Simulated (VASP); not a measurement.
Cd, 4 atoms in the cell. It takes space group P6_3/mmc (No. 194, hexagonal). The conventional cell has a = 3.231 Å, b = 3.231 Å, c = 10.573 Å, α = 90.00°, β = 90.00°, γ = 120.00°. Cd (site symmetry -3m) has 12 Cd at 3.23 to 3.24 Å within 4.3 Å. Within 4.3 Å of Cd (site symmetry -6m2) lie 12 Cd at 3.23 to 3.24 Å. 

| Property | Result |
| --- | --- |
| Program | VASP 6.6.1 |
| Task | single point |
| Functional | revPBE |
| Potentials or basis | VASP PAW PBE potentials, release 64 (Cd) |
| Cutoff | 520 eV |
| k mesh | 13 × 13 × 4 |
| Occupations | fermi-dirac, width 0.1 eV |
| Spin | no spin polarisation |
| Dipole correction | no |
| Further INCAR settings | ALGO = Normal; EDIFF = 1e-06; NBANDS = 32 |

Potentials or basis: VASP PAW PBE potentials, release 64 (Cd).

Command:

```sh
$ cat potpaw_PBE.64/Cd/POTCAR > POTCAR
$ mpirun -np 1 vasp_std > vasp.out
```

Hardware: 1 thread of AMD EPYC 9R45 96-Core Processor (Zen 5), with other jobs on the host.

Question: Estimate the wall time of this run.

Answer: Run time: 75 s on 1 thread of AMD EPYC 9R45 96-Core Processor (Zen 5), with other jobs on the host, peak memory 0.25 GiB. Counts: scf iterations 11, k points 63.
